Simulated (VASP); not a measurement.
Input of a VASP 6.6.1 run:

INCAR

```
SYSTEM = Ca
  PREC = Accurate
  ENCUT = 520
  EDIFF = 1E-7
  ISMEAR = 1
  SIGMA = 0.2
  LREAL = .False.
  LASPH = .True.
  NELM = 80
  ALGO = Normal
  ISIF = 2
  LWAVE = .False.
  LCHARG = .False.
  GGA = PE
  NBANDS = 11
```

Contents of KPOINTS:

```
Automatic mesh
0
Gamma
  10 10 10
  0 0 0
```

POSCAR

```
Ca
1.0
    0.0000000000      2.7627089163      2.7627089163
    2.7627089163      0.0000000000      2.7627089163
    2.7627089163      2.7627089163      0.0000000000
Ca
1
Direct
    0.0000000000      0.0000000000      0.0000000000
```

Potentials or basis: VASP PAW PBE potentials, release 64 (Ca_sv).

Command:

```bash
$ cat potpaw_PBE.64/Ca_sv/POTCAR > POTCAR
$ mpirun -np 1 vasp_std > vasp.out
```

(1) Predict the pressure.

(2) Predict the band gap on the k mesh.

## Answers

(1) 0.0 GPa.

(2) zero (bands 5 and 6 overlap by 0.27 eV).
